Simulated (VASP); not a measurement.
# Be3CdSe4 (P-4) in VASP: single point with PBE

Aim: the single point of Be3CdSe4 with PBE.

Everything below comes from runs of VASP 6.6.1. Logs are shortened: lines on timing, memory, paths and dates and some standing lists are left out, and cuts for length are marked.

**1. The cell of the first run**

The typed cell holds 8 atoms: a = 5.263 Å, b = 5.263 Å, c = 7.141 Å, α = 90.00°, β = 90.00°, γ = 90.00°.

**2. Single point, PBE**

File INCAR:

```
SYSTEM = Be3CdSe4
  PREC = Accurate
  ENCUT = 600
  EDIFF = 1E-6
  ISMEAR = 0
  SIGMA = 0.15
  LREAL = .FALSE.
  LASPH = .TRUE.
  NELM = 120
  ALGO = Normal
  ISIF = 2
  LWAVE = .FALSE.
  LCHARG = .FALSE.
  GGA = PE
  NBANDS = 31
  GGA_COMPAT = .FALSE.
```

File KPOINTS:

```
regular mesh
0
G
  3 3 2
  0 0 0
```

File POSCAR:

```
Be3CdSe4
1.0
    5.2631583821      0.0000000000      0.0000000000
    0.0000000000      5.2631583821      0.0000000000
    0.0000000000      0.0000000000      7.1405766566
Be Cd Se
3 1 4
Direct
    0.5000000000      0.5000000000      0.0000000000
    0.0000000000      0.0000000000      0.1800223070
    0.0000000000      0.0000000000      0.8199776930
    0.5000000000      0.5000000000      0.5000000000
    0.2721751659      0.2714785391      0.2081559146
    0.7278248341      0.7285214609      0.2081559146
    0.2714785391      0.7278248341      0.7918440854
    0.7285214609      0.2721751659      0.7918440854
```

Potentials or basis: VASP PAW PBE potentials, release 64 (Be, Cd, Se).

On the command line:

```sh
cat potpaw_PBE.64/Be/POTCAR potpaw_PBE.64/Cd/POTCAR potpaw_PBE.64/Se/POTCAR > POTCAR
mpirun -np 1 vasp_std > vasp.out
```

OUTCAR:

```text
SYSTEM = Be3CdSe4
   PREC = Accurate
   ENCUT = 600
   EDIFF = 1E-6
   ISMEAR = 0
   LREAL = .FALSE.
   LASPH = .TRUE.
   NELM = 120
   ISIF = 2
   GGA = PE

 ion  position               nearest neighbor table
   1  0.500  0.500  0.000-   5 2.26   6 2.26   7 2.26   8 2.26
   2  0.000  0.000  0.180-   5 2.03   6 2.03
   3  0.000  0.000  0.820-   7 2.03   8 2.03
   4  0.500  0.500  0.500-   5 2.69   6 2.69   7 2.69   8 2.69
   5  0.272  0.271  0.208-   2 2.03   1 2.26   4 2.69
   6  0.728  0.729  0.208-   2 2.03   1 2.26   4 2.69
   7  0.271  0.728  0.792-   3 2.03   1 2.26   4 2.69
   8  0.729  0.272  0.792-   3 2.03   1 2.26   4 2.69

  LATTYP: Found a simple tetragonal cell.
 ALAT       =     5.2631583821
 C/A-ratio  =     1.3567094391

  Lattice vectors:

 A1 = (   5.2631583821,   0.0000000000,   0.0000000000)
 A2 = (   0.0000000000,   5.2631583821,   0.0000000000)
 A3 = (   0.0000000000,   0.0000000000,   7.1405766566)

Analysis of symmetry for initial positions (statically):
=====================================================================
 Subroutine PRICEL returns:
 Original cell was already a primitive cell.

 Routine SETGRP: Setting up the symmetry group for a
 simple tetragonal supercell.

 Subroutine GETGRP returns: Found  4 space group operations
 (whereof  4 operations were pure point group operations)
 out of a pool of 16 trial point group operations.

The static configuration has the point symmetry S_4 .

Analysis of symmetry for dynamics (positions and initial velocities):
=====================================================================
 Subroutine PRICEL returns:
 Original cell was already a primitive cell.

 Routine SETGRP: Setting up the symmetry group for a
 simple tetragonal supercell.

 Subroutine GETGRP returns: Found  4 space group operations
 (whereof  4 operations were pure point group operations)
 out of a pool of 16 trial point group operations.

The dynamic configuration has the point symmetry S_4 .

 Subroutine INISYM returns: Found  4 space group operations
 (whereof  4 operations are pure point group operations),
 and found     1 'primitive' translations

----------------------------------------------------------------------------------------

                                     Primitive cell

  volume of cell :     197.7999

  direct lattice vectors                    reciprocal lattice vectors
     5.263158382  0.000000000  0.000000000     0.189999982  0.000000000  0.000000000
     0.000000000  5.263158382  0.000000000     0.000000000  0.189999982  0.000000000
     0.000000000  0.000000000  7.140576657     0.000000000  0.000000000  0.140044712

  length of vectors
     5.263158382  5.263158382  7.140576657     0.189999982  0.189999982  0.140044712

  position of ions in fractional coordinates (direct lattice)
     0.500000000  0.500000000  0.000000000
     0.000000000  0.000000000  0.180022307
     0.000000000  0.000000000  0.819977693
     0.500000000  0.500000000  0.500000000
     0.272175166  0.271478539  0.208155915
     0.727824834  0.728521461  0.208155915
     0.271478539  0.727824834  0.791844085
     0.728521461  0.272175166  0.791844085

  ion indices of the primitive-cell ions
   primitive index   ion index
                 1           1
                 2           2
                 3           3
                 4           4
                 5           5
                 6           6
                 7           7
                 8           8

----------------------------------------------------------------------------------------

 KPOINTS: regular mesh

Automatic generation of k-mesh.
 Grid dimensions read from file:
 generate k-points for:    3    3    2

 Generating k-lattice:

  Cartesian coordinates                     Fractional coordinates (reciprocal lattice)
     0.063333327  0.000000000  0.000000000     0.333333333  0.000000000  0.000000000
     0.000000000  0.063333327  0.000000000     0.000000000  0.333333333  0.000000000
     0.000000000  0.000000000  0.070022356     0.000000000  0.000000000  0.500000000

  Length of vectors
     0.063333327  0.063333327  0.070022356

  Shift w.r.t. Gamma in fractional coordinates (k-lattice)
     0.000000000  0.000000000  0.000000000

 Subroutine IBZKPT returns following result:
 ===========================================

 Found      6 irreducible k-points:

 Following reciprocal coordinates:
            Coordinates               Weight
  0.000000  0.000000  0.000000      1.000000
  0.333333  0.000000  0.000000      4.000000
  0.333333  0.333333  0.000000      4.000000
  0.000000  0.000000  0.500000      1.000000
  0.333333  0.000000  0.500000      4.000000
  0.333333  0.333333  0.500000      4.000000
   k-points           NKPTS =      6   k-points in BZ     NKDIM =      6   number of bands    NBANDS=     31
   number of dos      NEDOS =    301   number of ions     NIONS =      8
   total plane-waves  NPLWV = 105840
   dimension x,y,z NGX =    42 NGY =   42 NGZ =   60
   dimension x,y,z NGXF=    84 NGYF=   84 NGZF=  120
   ions per type =               3   1   4
   NGX,Y,Z   is equivalent  to a cutoff of  13.27, 13.27, 13.97 a.u.
   NGXF,Y,Z  is equivalent  to a cutoff of  26.53, 26.53, 27.94 a.u.
 SYSTEM =  Be3CdSe4
   PREC   = accura    normal or accurate (medium, high low for compatibility)
   ISTART =      0    job   : 0-new  1-cont  2-samecut
   ICHARG =      2    charge: 1-file 2-atom 10-const
   ISPIN  =      1    spin polarized calculation?
   LNONCOLLINEAR =      F non collinear calculations
   LSORBIT =      F    spin-orbit coupling
   LASPH  =      T    aspherical Exc in radial PAW
   ENCUT  =  600.0 eV  44.10 Ry    6.64 a.u.  10.51 10.51 14.26*2*pi/ulx,y,z
   NELM   =    120;   NELMIN=  2; NELMDL= -5     # of ELM steps
   EDIFF  = 0.1E-05   stopping-criterion for ELM
   LREAL  =      F    real-space projection
   EDIFFG = 0.1E-04   stopping-criterion for IOM
   NSW    =      0    number of steps for IOM
   IBRION =     -1    ionic relax: 0-MD 1-quasi-New 2-CG
   NFREE  =      0    steps in history (QN), initial steepest desc. (CG)
   ISIF   =      2    stress and relaxation
   ISYM   =      2    0-nonsym 1-usesym 2-fastsym
   POTIM  = 0.5000    time-step for ionic-motion
   TEBEG  =    0.0;   TEEND  =   0.0 temperature during run
   PSTRESS=    0.0 pullay stress
   NELECT =      42.0000    total number of electrons
   NUPDOWN=      -1.0000    fix difference up-down
   EMIN   =  10.00;   EMAX   =-10.00  energy-range for DOS
   EFERMI =   0.00;   METHOD = LEGACY
   ISMEAR =     0;   SIGMA  =   0.15  broadening in eV -4-tet -1-fermi 0-gaus
   EFERMI_NEDOS =   21; number of points for ismear=-14 and -15
   IALGO  =     38    algorithm
   IMIX   =      4    mixing-type and parameters
     AMIX     =   0.40;   BMIX     =  1.00
     AMIX_MAG =   1.60;   BMIX_MAG =  1.00
  volume/ion in A,a.u.               =      24.72       166.85
  Fermi-wavevector in a.u.,A,eV,Ry     =   0.976673  1.845644 12.978465  0.953890
  Thomas-Fermi vector in A             =   2.107310
   LORBIT       =      0    0 simple, 1 ext, 2 COOP (PROOUT), +10 PAW based schemes
   GGA     = PE    functional components
   LHFCALC =     F    Hartree Fock is set to
   AEXX    =    0.0000 exact exchange contribution
   IVDW    =     0    specifies the selected vdW correction
   LEPSILON=     F    determine dielectric tensor
   LRPA    =     F    only Hartree local field effects (RPA)
 non-spin polarized calculation
 Gauss-broadening in eV      SIGMA  =   0.15
  energy-cutoff  :      600.00
  volume of cell :      197.80
 maximum number of plane-waves:      6625
 NGX is ok and might be reduce to    42
   NGX = 21   NGY = 21   NGZ = 29

 number of electron      41.9999998 magnetization

 Free energy of the ion-electron system (eV)
  ---------------------------------------------------
  ext. energy  EPLUGINS =         0.00000000
  ---------------------------------------------------
  free energy    TOTEN  =       -27.64115087 eV

  energy without entropy =      -27.62139845  energy(sigma->0) =      -27.63127466

 E-fermi :   1.6154     XC(G=0):  -8.2448

 val. band max:        1.4948016737   @ k =   0.3333   0.3333   0.0000
 cond. band min:       1.9266049813   @ k =   0.3333   0.3333   0.5000
 fundamental gap:      0.4318033076
 Fermi energy:         1.6154414070

 k-point     1 :       0.0000    0.0000    0.0000
  band No.  band energies     occupation
      1     -11.8739      2.00000
      2     -11.2345      2.00000
      3     -10.7795      2.00000
      4     -10.7795      2.00000
      5      -7.1249      2.00000
      6      -7.0448      2.00000
[... 23 lines left out ...]
     30       7.8514      0.00000
     31       8.0677      0.00000

 k-point     2 :       0.3333    0.0000    0.0000
  band No.  band energies     occupation
      1     -11.6868      2.00000
      2     -11.1614      2.00000
      3     -11.0102      2.00000
      4     -10.8335      2.00000
      5      -7.1122      2.00000
      6      -7.0738      2.00000
[... 23 lines left out ...]
     30       7.2881      0.00000
     31       7.3359      0.00000

 k-point     3 :       0.3333    0.3333    0.0000
  band No.  band energies     occupation
      1     -11.5273      2.00000
      2     -11.1391      2.00000
      3     -10.9962      2.00000
      4     -10.9954      2.00000
      5      -7.0947      2.00000
      6      -7.0620      2.00000
[... 23 lines left out ...]
     30       7.5976      0.00000
     31       7.6458      0.00000

 k-point     4 :       0.0000    0.0000    0.5000
  band No.  band energies     occupation
      1     -11.7608      2.00000
      2     -11.3804      2.00000
      3     -10.7806      2.00000
      4     -10.7806      2.00000
      5      -7.0982      2.00000
      6      -7.0361      2.00000
[... 23 lines left out ...]
     30       6.6691      0.00000
     31       7.4663      0.00000

 k-point     5 :       0.3333    0.0000    0.5000
  band No.  band energies     occupation
      1     -11.5817      2.00000
      2     -11.2890      2.00000
      3     -10.9943      2.00000
      4     -10.8498      2.00000
      5      -7.0899      2.00000
      6      -7.0621      2.00000
[... 23 lines left out ...]
     30       7.0504      0.00000
     31       7.1596      0.00000

 k-point     6 :       0.3333    0.3333    0.5000
  band No.  band energies     occupation
      1     -11.4336      2.00000
      2     -11.2433      2.00000
      3     -10.9964      2.00000
      4     -10.9932      2.00000
      5      -7.1048      2.00000
      6      -7.0562      2.00000
[... 23 lines left out ...]
     30       6.9971      0.00000
     31       7.7571      0.00000

------------------------ aborting loop because EDIFF is reached ----------------------------------------

  FORCE on cell =-STRESS in cart. coord.  units (eV):
  Direction    XX          YY          ZZ          XY          YZ          ZX
  --------------------------------------------------------------------------------------
  -------------------------------------------------------------------------------------
  Total        0.3515682      0.3515682     -0.0283379     -0.0000002      0.0000000      0.0000000
  in kB        2.8476981      2.8476981     -0.2295365     -0.0000020      0.0000000      0.0000000
  external PRESSURE =       1.8219533 kB  Pullay stress =       0.0000000 kB

 VOLUME and BASIS-vectors are now :
 -----------------------------------------------------------------------------
  energy-cutoff  :      600.00
  volume of cell :      197.80
      direct lattice vectors                 reciprocal lattice vectors
     5.263158382  0.000000000  0.000000000     0.189999982  0.000000000  0.000000000
     0.000000000  5.263158382  0.000000000     0.000000000  0.189999982  0.000000000
     0.000000000  0.000000000  7.140576657     0.000000000  0.000000000  0.140044712

 POSITION                                       TOTAL-FORCE (eV/Angst)
 -----------------------------------------------------------------------------------
      2.63158      2.63158      0.00000         0.000000      0.000000      0.000000
      0.00000      0.00000      1.28546         0.000000      0.000000     -0.028071
      0.00000      0.00000      5.85511        -0.000000      0.000000      0.028071
      2.63158      2.63158      3.57029         0.000000      0.000000      0.000000
      1.43250      1.42883      1.48635         0.033881      0.039805     -0.014557
      3.83066      3.83432      1.48635        -0.033881     -0.039805     -0.014557
      1.42883      3.83066      5.65422         0.039805     -0.033881      0.014557
      3.83432      1.43250      5.65422        -0.039805      0.033881      0.014557
 -----------------------------------------------------------------------------------
    total drift:                               -0.000000     -0.000000      0.000000

  FREE ENERGIE OF THE ION-ELECTRON SYSTEM (eV)
  ---------------------------------------------------
  free  energy   TOTEN  =       -27.6411508726 eV

  energy  without entropy=      -27.6213984470  energy(sigma->0) =      -27.63127466
```

Wall time 32 s (1 thread of Intel Xeon 6975P-C (Granite Rapids), shared host); peak memory 0.32 GiB.

What came out:

```yaml
Free_energy: -27.6412 eV
Pressure: 0.2 GPa
Largest_force: 0.054 eV/Å
Band_gap_on_the_k_mesh: zero (band 21 reaches 1.49 eV, above the bottom of band 22 at 1.14 eV)
```

Forces in eV/Å, atoms in the order of the input:
```
Be   0.000  0.000  0.000
Be   0.000  0.000 -0.028
Be   0.000  0.000  0.028
Cd   0.000  0.000  0.000
Se   0.034  0.040 -0.015
Se  -0.034 -0.040 -0.015
Se   0.040 -0.034  0.015
Se  -0.040  0.034  0.015
```

Stress tensor (GPa, compression positive):
```
 0.28  0.00  0.00
 0.00  0.28  0.00
 0.00  0.00 -0.02
```

Caveat: the k points lie up to 0.44 Å⁻¹ apart.
